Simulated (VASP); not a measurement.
Write the native input for VASP 6.6.1 that does the following.

| Property | Result |
| --- | --- |
| Task | single point |
| Functional | r2SCAN |
| Potentials or basis | VASP PAW PBE potentials, release 64 (Ga_d, P) |
| Cutoff | 520 eV |
| k mesh | 6 × 6 × 6 |
| Occupations | gaussian, width 0.01 eV |
| Spin | no spin polarisation |
| Dipole correction | no |
| Further INCAR settings | ALGO = Normal; EDIFF = 1e-07; NBANDS = 16 |

Crystal: GaP.

```
CELL_PARAMETERS angstrom
3.85409 0.00000 0.00000
1.92704 3.33774 0.00000
1.92704 1.11258 3.14685
ATOMIC_POSITIONS crystal
Ga 0.00000 0.00000 0.00000
P 0.25000 0.25000 0.25000
```

One way to write it, as run:

POSCAR

```
GaP
1.0
    3.8540860000      0.0000000000      0.0000000000
    1.9270430000      3.3377363844      0.0000000000
    1.9270430000      1.1125787948      3.1468480416
Ga P
1 1
Direct
    0.0000000000      0.0000000000      0.0000000000
    0.2500000000      0.2500000000      0.2500000000
```

INCAR.step1

```
SYSTEM = GaP
PREC = Accurate
ENCUT = 520
ISMEAR = 0
SIGMA = 0.01
LREAL = .FALSE.
LASPH = .TRUE.
NELM = 80
NBANDS = 16
GGA = PE
ALGO = Normal
EDIFF = 1E-4
LWAVE = .TRUE.
LCHARG = .FALSE.
```

INCAR.step2

```
SYSTEM = GaP
PREC = Accurate
ENCUT = 520
EDIFF = 1E-7
ISMEAR = 0
SIGMA = 0.01
LREAL = .FALSE.
LASPH = .TRUE.
NELM = 80
ALGO = Normal
ISIF = 2
LWAVE = .FALSE.
LCHARG = .FALSE.
METAGGA = R2SCAN
LMIXTAU = .TRUE.
NBANDS = 16
ISTART = 1
```

KPOINTS

```
Automatic mesh
0
G
  6 6 6
  0 0 0
```

Potentials or basis: VASP PAW PBE potentials, release 64 (Ga_d, P).

Command:

```bash
$ cat potpaw_PBE.64/Ga_d/POTCAR potpaw_PBE.64/P/POTCAR > POTCAR
$ cp INCAR.step1 INCAR
$ mpirun -np 1 vasp_std > vasp.out
$ cp INCAR.step2 INCAR
$ mpirun -np 1 vasp_std > vasp.out
```

It gave:

```
Pressure               : 0.0 GPa
Band gap on the k mesh : 1.91 eV, indirect (least direct gap 2.34 eV)
```

Caveat: the PAW data sets were made with another functional, which shifts forces and pressure a little.

It took 28 s on 1 thread of Intel(R) Xeon(R) 6975P-C (Granite Rapids), with other jobs on the host, peak memory 0.17 GiB.
